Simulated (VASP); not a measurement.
# MgS (F-43m) in VASP: a series of runs

MgS is run at these levels: PBEsol; tasks: single point, relaxation of cell and atoms.

Everything below comes from runs of VASP 6.6.1. Logs are shortened: lines on timing, memory, paths and dates and some standing lists are left out, and cuts for length are marked.

### Step 1. The cell of the first run

It takes space group F-43m (No. 216, cubic). The conventional cell has a = 5.513 Å, b = 5.513 Å, c = 5.513 Å, α = 90.00°, β = 90.00°, γ = 90.00°. Within 3.2 Å of S (site symmetry -43m) lie 4 Mg at 2.39 Å. Within 3.2 Å of Mg (site symmetry -43m) lie 4 S at 2.39 Å.

### Step 2. Single point, PBEsol

File INCAR:

```
SYSTEM = MgS
ALGO = Normal
EDIFF = 1E-6
ENCUT = 520
GGA = PS
ISIF = 2
ISMEAR = -1
LASPH = .True.
LCHARG = .True.
LELF = .True.
LREAL = .False.
LVHAR = .True.
LWAVE = .False.
NBANDS = 11
NELM = 80
PREC = Accurate
SIGMA = 0.05
```

File KPOINTS:

```
k-points
0
Gamma
  8 8 8
  0 0 0
```

File POSCAR:

```
MgS
1.0
    0.0000000000      2.7562580636      2.7562580636
    2.7562580636      0.0000000000      2.7562580636
    2.7562580636      2.7562580636      0.0000000000
S Mg
1 1
Direct
    0.2500000000      0.2500000000      0.2500000000
    0.0000000000      0.0000000000      0.0000000000
```

Potentials or basis: VASP PAW PBE potentials, release 64 (S, Mg).

Command:

```sh
cat potpaw_PBE.64/S/POTCAR potpaw_PBE.64/Mg/POTCAR > POTCAR
mpirun -np 1 vasp_std > vasp.out
```

OUTCAR:

```text
SYSTEM = MgS
   EDIFF = 1E-6
   ENCUT = 520
   GGA = PS
   ISIF = 2
   ISMEAR = -1
   LASPH = .True.
   LREAL = .False.
   NELM = 80
   PREC = Accurate

 ion  position               nearest neighbor table
   1  0.250  0.250  0.250-   2 2.39   2 2.39   2 2.39   2 2.39
   2  0.000  0.000  0.000-   1 2.39   1 2.39   1 2.39   1 2.39

  LATTYP: Found a face centered cubic cell.
 ALAT       =     5.5125161272

  Lattice vectors:

 A1 = (   0.0000000000,   2.7562580636,   2.7562580636)
 A2 = (   2.7562580636,   0.0000000000,   2.7562580636)
 A3 = (   2.7562580636,   2.7562580636,   0.0000000000)

Analysis of symmetry for initial positions (statically):
=====================================================================
 Subroutine PRICEL returns:
 Original cell was already a primitive cell.

 Routine SETGRP: Setting up the symmetry group for a
 face centered cubic supercell.

 Subroutine GETGRP returns: Found 24 space group operations
 (whereof 24 operations were pure point group operations)
 out of a pool of 48 trial point group operations.

The static configuration has the point symmetry T_d .

Analysis of symmetry for dynamics (positions and initial velocities):
=====================================================================
 Subroutine PRICEL returns:
 Original cell was already a primitive cell.

 Routine SETGRP: Setting up the symmetry group for a
 face centered cubic supercell.

 Subroutine GETGRP returns: Found 24 space group operations
 (whereof 24 operations were pure point group operations)
 out of a pool of 48 trial point group operations.

The dynamic configuration has the point symmetry T_d .

 Subroutine INISYM returns: Found 24 space group operations
 (whereof 24 operations are pure point group operations),
 and found     1 'primitive' translations

----------------------------------------------------------------------------------------

                                     Primitive cell

  volume of cell :      41.8784

  direct lattice vectors                    reciprocal lattice vectors
     0.000000000  2.756258064  2.756258064    -0.181405365  0.181405365  0.181405365
     2.756258064  0.000000000  2.756258064     0.181405365 -0.181405365  0.181405365
     2.756258064  2.756258064  0.000000000     0.181405365  0.181405365 -0.181405365

  length of vectors
     3.897937535  3.897937535  3.897937535     0.314203309  0.314203309  0.314203309

  position of ions in fractional coordinates (direct lattice)
     0.250000000  0.250000000  0.250000000
[... 80 lines left out ...]
   EDIFFG = 0.1E-04   stopping-criterion for IOM
   NSW    =      0    number of steps for IOM
   IBRION =     -1    ionic relax: 0-MD 1-quasi-New 2-CG
   NFREE  =      0    steps in history (QN), initial steepest desc. (CG)
   ISIF   =      2    stress and relaxation
   ISYM   =      2    0-nonsym 1-usesym 2-fastsym
   POTIM  = 0.5000    time-step for ionic-motion
   TEBEG  =    0.0;   TEEND  =   0.0 temperature during run
   PSTRESS=    0.0 pullay stress
   NELECT =       8.0000    total number of electrons
   NUPDOWN=      -1.0000    fix difference up-down
   EMIN   =  10.00;   EMAX   =-10.00  energy-range for DOS
   EFERMI =   0.00;   METHOD = LEGACY
   ISMEAR =    -1;   SIGMA  =   0.05  broadening in eV -4-tet -1-fermi 0-gaus
   EFERMI_NEDOS =   21; number of points for ismear=-14 and -15
   IALGO  =     38    algorithm
   IMIX   =      4    mixing-type and parameters
     AMIX     =   0.40;   BMIX     =  1.00
     AMIX_MAG =   1.60;   BMIX_MAG =  1.00
  volume/ion in A,a.u.               =      20.94       141.30
  Fermi-wavevector in a.u.,A,eV,Ry     =   0.942848  1.781724 12.095063  0.888962
  Thomas-Fermi vector in A             =   2.070497
   LORBIT       =      0    0 simple, 1 ext, 2 COOP (PROOUT), +10 PAW based schemes
   GGA     = PS    functional components
   LHFCALC =     F    Hartree Fock is set to
   AEXX    =    0.0000 exact exchange contribution
   IVDW    =     0    specifies the selected vdW correction
   LEPSILON=     F    determine dielectric tensor
   LRPA    =     F    only Hartree local field effects (RPA)
 non-spin polarized calculation
  energy-cutoff  :      520.00
  volume of cell :       41.88
 maximum number of plane-waves:      1158
 NGX is ok and might be reduce to    30
   NGX = 15   NGY = 15   NGZ = 15

 number of electron       7.9999999 magnetization

 Free energy of the ion-electron system (eV)
  ---------------------------------------------------
  ext. energy  EPLUGINS =         0.00000000
  ---------------------------------------------------
  free energy    TOTEN  =        -8.87045348 eV

  energy without entropy =       -8.87045348  energy(sigma->0) =       -8.87045348

 E-fermi :   2.5655     XC(G=0):  -8.8906

 val. band max:        1.5245318045   @ k =   0.0000   0.0000   0.0000
 cond. band min:       5.1547579873   @ k =   0.5000   0.5000   0.0000
 fundamental gap:      3.6302261828
 Fermi energy:         2.5655000002

 k-point     1 :       0.0000    0.0000    0.0000
  band No.  band energies     occupation
      1     -10.0285      2.00000
      2       1.5245      2.00000
      3       1.5245      2.00000
      4       1.5245      2.00000
      5       5.2231      0.00000
      6       9.5987      0.00000
      7       9.5987      0.00000
      8       9.5987      0.00000
      9      12.4728      0.00000
     10      12.4728      0.00000
     11      15.7211      0.00000
[... 309 lines left out ...]
 k-point    24 :      -0.3750    0.2500    0.1250
  band No.  band energies     occupation
      1      -9.0707      2.00000
      2      -1.5498      2.00000
      3       0.0818      2.00000
      4       0.8023      2.00000
      5       7.5333      0.00000
      6       8.1795      0.00000
      7      10.4804      0.00000
      8      10.6196      0.00000
      9      13.2725      0.00000
     10      14.6830      0.00000
     11      16.2195      0.00000

 [... further k-points ...]
[... 5 lines left out ...]
  --------------------------------------------------------------------------------------
  -------------------------------------------------------------------------------------
  Total        1.3007392      1.3007392      1.3007392      0.0000000     -0.0000000     -0.0000000
  in kB       49.7635319     49.7635319     49.7635319      0.0000000     -0.0000000     -0.0000000
  external PRESSURE =      49.7635319 kB  Pullay stress =       0.0000000 kB

 VOLUME and BASIS-vectors are now :
 -----------------------------------------------------------------------------
  energy-cutoff  :      520.00
  volume of cell :       41.88
      direct lattice vectors                 reciprocal lattice vectors
     0.000000000  2.756258064  2.756258064    -0.181405365  0.181405365  0.181405365
     2.756258064  0.000000000  2.756258064     0.181405365 -0.181405365  0.181405365
     2.756258064  2.756258064  0.000000000     0.181405365  0.181405365 -0.181405365

 POSITION                                       TOTAL-FORCE (eV/Angst)
 -----------------------------------------------------------------------------------
      1.37813      1.37813      1.37813        -0.000000     -0.000000     -0.000000
      0.00000      0.00000      0.00000         0.000000      0.000000      0.000000
 -----------------------------------------------------------------------------------
    total drift:                                0.000000      0.000000      0.000000

  FREE ENERGIE OF THE ION-ELECTRON SYSTEM (eV)
  ---------------------------------------------------
  free  energy   TOTEN  =        -8.8704534841 eV

  energy  without entropy=       -8.8704534841  energy(sigma->0) =       -8.87045348
```

Wall time 16 s (1 thread of Intel Xeon Platinum 8488C (Sapphire Rapids), shared host); peak memory 0.17 GiB.

Results:

| Item | Value |
| --- | --- |
| Free energy | -8.8705 eV |
| Pressure | 5.0 GPa |
| Band gap on the k mesh | 3.63 eV, indirect (least direct gap 3.70 eV) |

Caveat: the PAW data sets were made with another functional, which shifts forces and pressure a little. A k mesh can miss the band edges.

### Step 3. Single point, PBEsol

This run uses another cell than the first one, of 22.56 Å³/atom, 1.077 times its volume.

File INCAR:

```
PREC = Accurate
ENCUT = 520
EDIFF = 1E-6
ISMEAR = -1
SIGMA = 0.05
LREAL = F
LASPH = T
NELM = 60
ALGO = Normal
ISIF = 2
LWAVE = F
LCHARG = F
GGA = PS
NBANDS = 11
```

File KPOINTS:

```
regular mesh
0
Gamma
  8 8 8
```

File POSCAR:

```
MgS
1.0
    0.0000000000      2.8254898200      2.8254898200
    2.8254898200      0.0000000000      2.8254898200
    2.8254898200      2.8254898200      0.0000000000
S Mg
1 1
Direct
    0.2500000000      0.2500000000      0.2500000000
    0.0000000000      0.0000000000      0.0000000000
```

Potentials or basis: VASP PAW PBE potentials, release 64 (S, Mg).

Command:

```sh
cat potpaw_PBE.64/S/POTCAR potpaw_PBE.64/Mg/POTCAR > POTCAR
mpirun -np 1 vasp_std > vasp.out
```

It took 12 s on 1 thread of Intel Xeon Platinum 8488C (Sapphire Rapids), shared host; peak memory 0.17 GiB.

It converged, with:

- Free energy: -8.9176 eV
- Pressure: -0.1 GPa
- Band gap on the k mesh: 3.32 eV, direct

Levels at points of the mesh, in eV from the valence-band top:
```csv
k point,band 1,band 2,band 3,band 4,band 5,band 6,band 7,band 8
"(0.00, 0.00, 0.00)",-11.29,0.00,0.00,0.00,3.32,7.89,7.89,7.89
"(0.50, 0.00, 0.00)",-10.59,-3.20,-0.33,-0.33,5.02,7.55,7.55,8.45
"(0.50, 0.50, 0.00)",-10.36,-2.87,-1.06,-1.06,3.71,5.55,11.08,12.21
```

Caveat: the PAW data sets were made with another functional, which shifts forces and pressure a little. A k mesh can miss the band edges.

### Step 4. Relaxation of cell and atoms, PBEsol

This run uses another cell than the first one, of 22.74 Å³/atom, 1.086 times its volume.

File INCAR:

```
ALGO     = Normal         # electronic algorithm
EDIFF    = 1E-7           # SCF threshold, eV
EDIFFG   = -0.02          # ionic threshold
ENCUT    = 600            # plane-wave cutoff, eV
GGA      = PS             # functional
IBRION   = 2              # ionic algorithm
ISIF     = 3              # what is computed and relaxed
ISMEAR   = -1             # smearing method
LASPH    = True           # aspherical terms in the spheres
LCHARG   = False          # write CHGCAR
LREAL    = False          # projectors in reciprocal space
LWAVE    = False          # write WAVECAR
NELM     = 60             # most SCF steps
NSW      = 80             # ionic steps
PREC     = Accurate       # precision mode
SIGMA    = 0.05           # smearing width, eV
```

File KPOINTS:

```
k-points
0
Gamma
  8 8 8
```

File POSCAR:

```
MgS
1.0
    0.0000000000      2.8331200468      2.8331200468
    2.8331200468      0.0000000000      2.8331200468
    2.8331200468      2.8331200468      0.0000000000
S Mg
1 1
Direct
    0.2500000000      0.2500000000      0.2500000000
    0.0000000000      0.0000000000      0.0000000000
```

Command:

```sh
cat potpaw_PBE.64/S/POTCAR potpaw_PBE.64/Mg/POTCAR > POTCAR
mpirun -np 1 vasp_std > vasp.out
```

Wall time 15 s (1 thread of Intel Xeon Platinum 8488C (Sapphire Rapids), shared host); peak memory 0.19 GiB.

The run converged. Its results:

- Free energy: -8.9181 eV
- Relaxed volume: 22.51 Å³/atom
- Relaxed cell: a = 3.993 Å, b = 3.993 Å, c = 3.993 Å, α = 60.00°, β = 60.00°, γ = 60.00°
- Space group after relaxing (to 0.05 Å): F-43m (No. 216)
- Energy gained by relaxing: 0.3 meV/atom
- Ionic steps: 2
- Pressure after relaxing: 0.1 GPa
- Band gap on the k mesh: 3.34 eV, direct

Step by step:
```
step  energy change (eV)  largest force (eV/Å)  pressure (GPa)  volume (Å³)
   1              0.0000                0.0000           -0.50        45.48
   2             -0.0006                0.0000            0.09        45.01
```

Final structure:
```xyz
2
Lattice="0.0000 2.8233 2.8233 2.8233 0.0000 2.8233 2.8233 2.8233 0.0000" Properties=species:S:1:pos:R:3 pbc="T T T"
S     1.4117    1.4117    1.4117
Mg    2.8233    0.0000    2.8233
```

Levels at points of the mesh, in eV from the valence-band top:
| k point | band 2 | band 3 | band 4 | band 5 | band 6 | band 7 |
| --- | --- | --- | --- | --- | --- | --- |
| (0.00, 0.00, 0.00) | 0.00 | 0.00 | 0.00 | 3.34 | 7.89 | 7.89 |
| (0.50, 0.00, 0.00) | -3.21 | -0.33 | -0.33 | 5.02 | 7.55 | 7.55 |
| (0.50, 0.50, 0.00) | -2.87 | -1.06 | -1.06 | 3.70 | 5.56 | 11.11 |

Caveat: the PAW data sets were made with another functional, which shifts forces and pressure a little.

### Step 5. Relaxation of cell and atoms, PBEsol, target pressure 5 GPa, at which the enthalpy is minimised

This run uses another cell than the first one, of 22.74 Å³/atom, 1.086 times its volume.

File INCAR:

```
SYSTEM = MgS
ALGO = Normal
EDIFF = 1E-7
EDIFFG = -0.02
ENCUT = 600
GGA = PS
IBRION = 2
ISIF = 3
ISMEAR = -1
LASPH = .True.
LCHARG = .False.
LREAL = .False.
LWAVE = .False.
NELM = 80
NSW = 80
PREC = Accurate
PSTRESS = 50.0
SIGMA = 0.05
```

File KPOINTS:

```
k-points
0
Gamma
  8 8 8
  0 0 0
```

POSCAR is that of step 4.

Command:

```sh
cat potpaw_PBE.64/S/POTCAR potpaw_PBE.64/Mg/POTCAR > POTCAR
mpirun -np 1 vasp_std > vasp.out
```

Run time: 24 s. Hardware: 1 thread of Intel Xeon Platinum 8488C (Sapphire Rapids), shared host; peak memory 0.19 GiB.

It converged, with:

| Quantity | Value |
| --- | --- |
| Free energy | -8.8711 eV |
| Relaxed volume | 20.94 Å³/atom |
| Relaxed cell | a = 3.898 Å, b = 3.898 Å, c = 3.898 Å, α = 60.00°, β = 60.00°, γ = 60.00° |
| Space group after relaxing (to 0.05 Å) | F-43m (No. 216) |
| Energy change on relaxing (the enthalpy is what falls) | +23.2 meV/atom |
| Ionic steps | 3 |
| Pressure after relaxing | 5.0 GPa |
| Band gap on the k mesh | 3.63 eV, indirect (least direct gap 3.70 eV) |

Step by step:
```csv
step,energy change (eV),largest force (eV/Å),pressure (GPa),volume (Å³)
1,0.0000,0.0000,-0.50,45.48
2,0.0997,0.0000,7.73,40.53
3,0.0464,0.0000,5.00,41.88
```

Final structure:
```
CELL_PARAMETERS angstrom
0.00000 2.75626 2.75626
2.75626 0.00000 2.75626
2.75626 2.75626 0.00000
ATOMIC_POSITIONS crystal
S 0.25000 0.25000 0.25000
Mg 0.00000 0.00000 0.00000
```

Levels at points of the mesh, in eV from the valence-band top:
```csv
k point,band 1,band 2,band 3,band 4,band 5,band 6,band 7,band 8
"(0.00, 0.00, 0.00)",-11.55,0.00,0.00,0.00,3.70,8.07,8.07,8.07
"(0.50, 0.00, 0.00)",-10.73,-3.47,-0.36,-0.36,5.28,7.65,7.65,8.80
"(0.50, 0.50, 0.00)",-10.46,-3.09,-1.15,-1.15,3.63,5.64,11.83,12.81
```

Caveat: the cell is relaxed towards a set pressure, so the enthalpy falls and the energy may rise; the PAW data sets were made with another functional, which shifts forces and pressure a little. A k mesh can miss the band edges.

### Step 6. Overview

```csv
task,cell,cutoff (eV),gap on the mesh (eV),pressure (GPa)
single point,"a = 3.898 Å, angles 60.0°, 2 atoms",520,3.63,5.0
single point,"a = 3.996 Å, angles 60.0°, 2 atoms",520,3.32,-0.1
relaxation of cell and atoms,"relaxed from a = 4.007 Å, angles 60.0°, 2 atoms",600,3.34,0.1
relaxation of cell and atoms,"relaxed to 5 GPa from a = 4.007 Å, angles 60.0°, 2 atoms",600,3.63,5.0
```

Alike in all rows: level PBEsol; potentials or basis VASP PAW PBE potentials, release 64 (S, Mg); no spin polarisation; k mesh 8 × 8 × 8; smearing fermi-dirac 0.05 eV.

Caveats: the PAW data sets were made with another functional, which shifts forces and pressure a little; the cell is relaxed towards a set pressure, so the enthalpy falls and the energy may rise (some runs).

Total energies depend on the potentials used, so only differences within one code and one set of settings carry meaning.
